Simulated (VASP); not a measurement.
Write the native input for VASP 6.6.1 that does the following.

```yaml
Task: single point
Functional: r2SCAN
Potentials_or_basis: VASP PAW PBE potentials, release 64 (K_sv, I)
Cutoff: 550 eV
k_mesh: 3 × 3 × 3
Occupations: fermi-dirac, width 0.05 eV
Spin: no spin polarisation
Dipole_correction: no
Further_INCAR_settings: ALGO = Normal; EDIFF = 1e-06; NBANDS = 15
```

KI:

```xyz
2
Lattice="0.0000 3.5328 3.5328 3.5328 0.0000 3.5328 3.5328 3.5328 0.0000" Properties=species:S:1:pos:R:3 pbc="T T T"
K     3.6235    6.9706    3.6668
I     3.8162    3.5198    3.5013
```

One way to write it, as run:

POSCAR

```
KI
1.0
    0.0000000000      3.5327800000      3.5327800000
    3.5327800000      0.0000000000      3.5327800000
    3.5327800000      3.5327800000      0.0000000000
K I
1 1
Direct
    0.9927000000      0.0452400000      0.9804300000
    0.4535806320      0.5374993680      0.5427393680
```

INCAR.step1

```
SYSTEM = KI
ALGO = Normal
EDIFF = 1E-5
ENCUT = 550
GGA = PE
GGA_COMPAT = .FALSE.
ISMEAR = -1
LASPH = .TRUE.
LCHARG = .FALSE.
LREAL = .FALSE.
LWAVE = .TRUE.
NBANDS = 15
NELM = 120
PREC = Accurate
SIGMA = 0.05
```

INCAR.step2

```
SYSTEM = KI
ALGO = Normal
EDIFF = 1E-6
ENCUT = 550
GGA_COMPAT = .FALSE.
ISIF = 2
ISMEAR = -1
ISTART = 1
LASPH = .TRUE.
LCHARG = .FALSE.
LMIXTAU = .TRUE.
LREAL = .FALSE.
LWAVE = .FALSE.
METAGGA = R2SCAN
NBANDS = 15
NELM = 120
PREC = Accurate
SIGMA = 0.05
```

KPOINTS

```
k-points
0
G
  3 3 3
  0 0 0
```

Potentials or basis: VASP PAW PBE potentials, release 64 (K_sv, I).

The run is started by

```sh
$ cat potpaw_PBE.64/K_sv/POTCAR potpaw_PBE.64/I/POTCAR > POTCAR
$ cp INCAR.step1 INCAR
$ mpirun -np 1 vasp_std > vasp.out
$ cp INCAR.step2 INCAR
$ mpirun -np 1 vasp_std > vasp.out
```

Results of the run:

| Quantity | Value |
| --- | --- |
| Pressure | 0.5 GPa |
| Largest force | 0.323 eV/Å |
| Band gap on the k mesh | 4.61 eV |

Caveat: the k points lie up to 0.51 Å⁻¹ apart; the PAW data sets were made with another functional, which shifts forces and pressure a little; spin-orbit coupling is left out, which moves the levels of the heavy elements.

Run time: 94 s on 1 thread of Intel(R) Xeon(R) Platinum 8488C (Sapphire Rapids), with other jobs on the host, peak memory 0.24 GiB.
